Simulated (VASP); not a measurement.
Wanted: the native input for a VASP 6.6.1 run.

```
Task                               : single point
Functional                         : PBE0
Potentials or basis                : VASP PAW PBE potentials, release 64 (Hf_pv, N)
Cutoff                             : 520 eV
k mesh                             : 6 × 6 × 6
Occupations                        : fermi-dirac, width 0.05 eV
Spin                               : no spin polarisation
Dipole correction                  : no
Grid for exact exchange (PRECFOCK) : Normal
Further INCAR settings             : ALGO = Normal; EDIFF = 1e-06; NBANDS = 14
Share of exact exchange            : 0.25
```

The system is HfN.

```
CELL_PARAMETERS angstrom
0.00000 2.40471 2.40471
2.40471 0.00000 2.40471
2.40471 2.40471 0.00000
ATOMIC_POSITIONS crystal
Hf 0.00000 0.00000 0.00000
N 0.25000 0.25000 0.25000
```

The input as run:

POSCAR

```
HfN
1.0
    0.0000000000      2.4047095306      2.4047095306
    2.4047095306      0.0000000000      2.4047095306
    2.4047095306      2.4047095306      0.0000000000
Hf N
1 1
Direct
    0.0000000000      0.0000000000      0.0000000000
    0.2500000000      0.2500000000      0.2500000000
```

INCAR.step1

```
SYSTEM = HfN
PREC = Accurate
ENCUT = 520
EDIFF = 1E-5
ISMEAR = -1
SIGMA = 0.05
LREAL = .FALSE.
LASPH = .TRUE.
NELM = 60
ALGO = Normal
ISIF = 2
LWAVE = .TRUE.
NBANDS = 14
GGA = PE
```

INCAR.step2

```
SYSTEM = HfN
PREC = Accurate
ENCUT = 520
EDIFF = 1E-6
ISMEAR = -1
SIGMA = 0.05
LREAL = .FALSE.
LASPH = .TRUE.
NELM = 60
ALGO = Normal
ISIF = 2
LWAVE = .FALSE.
LCHARG = .TRUE.
GGA = PE
LHFCALC = .TRUE.
AEXX = 0.25
PRECFOCK = Normal
LELF = .TRUE.
LVHAR = .TRUE.
NBANDS = 14
ISTART = 1
```

KPOINTS

```
Automatic mesh
0
G
  6 6 6
  0 0 0
```

Potentials or basis: VASP PAW PBE potentials, release 64 (Hf_pv, N).

Command:

```console
$ cat potpaw_PBE.64/Hf_pv/POTCAR potpaw_PBE.64/N/POTCAR > POTCAR
$ cp INCAR.step1 INCAR
$ mpirun -np 1 vasp_std > vasp.out
$ cp INCAR.step2 INCAR
$ mpirun -np 1 vasp_std > vasp.out
```

It gave:

* Pressure: 8.9 GPa
* Band gap on the k mesh: zero (an odd number of electrons rules out a gap without spin polarisation)

Caveat: the k points lie up to 0.38 Å⁻¹ apart, too coarse for converged energies and pressures of a metal; the PAW data sets were made with another functional, which shifts forces and pressure a little; spin-orbit coupling is left out, which moves the levels of the heavy elements.

Wall time 19 min on 1 thread of Intel(R) Xeon(R) Platinum 8375C CPU @ 2.90GHz (Ice Lake) (shared host), peak memory 0.17 GiB.
